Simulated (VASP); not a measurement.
A run of VASP 6.6.1 is set up as follows.

The input POSCAR:

```
CaO
1.0
    0.0000000000      2.3975473901      2.3975473901
    2.3975473901      0.0000000000      2.3975473901
    2.3975473901      2.3975473901      0.0000000000
Ca O
1 1
Direct
    0.0000000000      0.0000000000      0.0000000000
    0.5000000000      0.5000000000      0.5000000000
```

INCAR.step1

```
SYSTEM = CaO
  PREC = Accurate
  ENCUT = 520
  EDIFF = 1E-5
  ISMEAR = 0
  SIGMA = 0.05
  LREAL = .False.
  LASPH = .True.
  NELM = 60
  ALGO = Normal
  ISIF = 2
  LWAVE = .True.
  NBANDS = 15
  GGA = PE
```

The input INCAR.step2:

```
SYSTEM = CaO
  PREC = Accurate
  ENCUT = 520
  EDIFF = 1E-6
  ISMEAR = 0
  SIGMA = 0.05
  LREAL = .False.
  LASPH = .True.
  NELM = 60
  ALGO = Normal
  ISIF = 2
  LWAVE = .False.
  LCHARG = .True.
  GGA = PE
  LHFCALC = .True.
  HFSCREEN = 0.2079
  PRECFOCK = Normal
  LELF = .True.
  LVHAR = .True.
  NBANDS = 15
  ISTART = 1
```

The input KPOINTS:

```
regular mesh
0
Gamma
  4 4 4
  0 0 0
```

Potentials or basis: VASP PAW PBE potentials, release 64 (Ca_sv, O).

Run with:

```bash
$ cat potpaw_PBE.64/Ca_sv/POTCAR potpaw_PBE.64/O/POTCAR > POTCAR
$ cp INCAR.step1 INCAR
$ mpirun -np 1 vasp_std > vasp.out
$ cp INCAR.step2 INCAR
$ mpirun -np 1 vasp_std > vasp.out
```

(1) What does it give for the pressure?

(2) Predict the band gap on the k mesh.

Answers

(1) 1.0 GPa.

(2) 5.29 eV (least direct gap 5.72 eV).

Caveat: the k points lie up to 0.57 Å⁻¹ apart; the PAW data sets were made with another functional, which shifts forces and pressure a little.
